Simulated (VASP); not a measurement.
A run of VASP 6.6.1 is set up as follows.

Contents of INCAR:

```
PREC     = Accurate       # precision mode
ENCUT    = 600            # plane-wave cutoff, eV
EDIFF    = 1E-6           # SCF threshold, eV
ISMEAR   = -1             # smearing method
SIGMA    = 0.05           # smearing width, eV
LREAL    = F              # projectors in reciprocal space
LASPH    = T              # aspherical terms in the spheres
NELM     = 100            # most SCF steps
ALGO     = Normal         # electronic algorithm
ISIF     = 3              # what is computed and relaxed
LWAVE    = F              # write WAVECAR
LCHARG   = F              # write CHGCAR
GGA      = PS             # functional
IBRION   = 2              # ionic algorithm
NSW      = 60             # ionic steps
EDIFFG   = -0.01          # ionic threshold
PSTRESS  = 300.0
```

Contents of KPOINTS:

```
regular mesh
0
Gamma
  9 9 9
```

Contents of POSCAR:

```
O
1.0
    1.6749479049      0.9670316238      3.7319995215
   -1.6749479049      0.9670316238      3.7319995215
    0.0000000000     -1.9340632475      3.7319995215
O
2
Direct
    0.0546147200      0.0546147200      0.0546147200
    0.9453852800      0.9453852800      0.9453852800
```

Potentials or basis: VASP PAW PBE potentials, release 64 (O).

Command:

```bash
$ cat potpaw_PBE.64/O/POTCAR > POTCAR
$ mpirun -np 1 vasp_std > vasp.out
```

Problem. Estimate the relaxed cell.

Solution. a = 3.556 Å, b = 3.556 Å, c = 3.556 Å, α = 37.12°, β = 37.12°, γ = 37.12°.

Problem. Estimate the band gap on the k mesh.

Solution. Zero (bands 6 and 7 overlap by 3.70 eV).

Problem. Predict the relaxed volume.

Solution. 7.34 Å³/atom.

Problem. Predict the space group after relaxing (to 0.1 Å).

Solution. R-3m (No. 166).

The path:
| step | energy change (eV) | largest force (eV/Å) | pressure (GPa) | volume (Å³) |
| --- | --- | --- | --- | --- |
| 1 | 0.0000 | 0.2770 | -2.60 | 36.27 |
| 3 | 0.7006 | 17.6805 | 40.84 | 23.09 |
| 5 | 0.2379 | 12.7820 | 42.35 | 18.95 |
| 7 | 0.1132 | 4.1388 | 56.76 | 14.21 |
| 9 | -0.2188 | 0.2556 | 25.25 | 15.31 |
| 11 | -0.2055 | 0.0878 | 27.17 | 15.18 |
| 13 | -0.1887 | 0.6813 | 29.77 | 14.67 |
| 15 | -0.0785 | 1.6568 | 37.71 | 13.78 |
| 17 | -0.0813 | 0.2742 | 47.23 | 13.63 |
| 19 | -0.2157 | 0.6139 | 36.25 | 14.09 |
| 21 | -0.2696 | 0.4438 | 37.06 | 14.32 |
| 23 | -0.3230 | 0.0929 | 32.25 | 14.58 |
| 25 | -0.3553 | 0.1825 | 30.35 | 14.74 |
| 27 | -0.3632 | 0.0635 | 29.32 | 14.78 |
| 29 | -0.3690 | 0.0852 | 28.87 | 14.81 |
| 31 | -0.3639 | 0.0027 | 28.82 | 14.78 |
| 33 | -0.3508 | 0.0382 | 29.81 | 14.71 |
| 35 | -0.3493 | 0.0118 | 29.72 | 14.70 |
| 37 | -0.3430 | 0.0078 | 30.24 | 14.67 |
| 39 | -0.3442 | 0.0099 | 30.11 | 14.67 |
| 41 | -0.3462 | 0.0256 | 29.95 | 14.68 |
| 43 | -0.3459 | 0.0078 | 30.22 | 14.68 |
| 44 | -0.3459 | 0.0055 | 30.07 | 14.68 |

Caveat: the cell is relaxed towards a set pressure, so the run minimises the enthalpy, not the energy; the standard files for N, O and F lose accuracy on very short bonds; spin is off for a triplet molecule; the volume moved by over 15 % at a fixed basis, so the end points are rough; this functional lacks dispersion, which holds the molecules together, so the pressure and a relaxed volume are unreliable; the PAW data sets were made with another functional, which shifts forces and pressure a little.
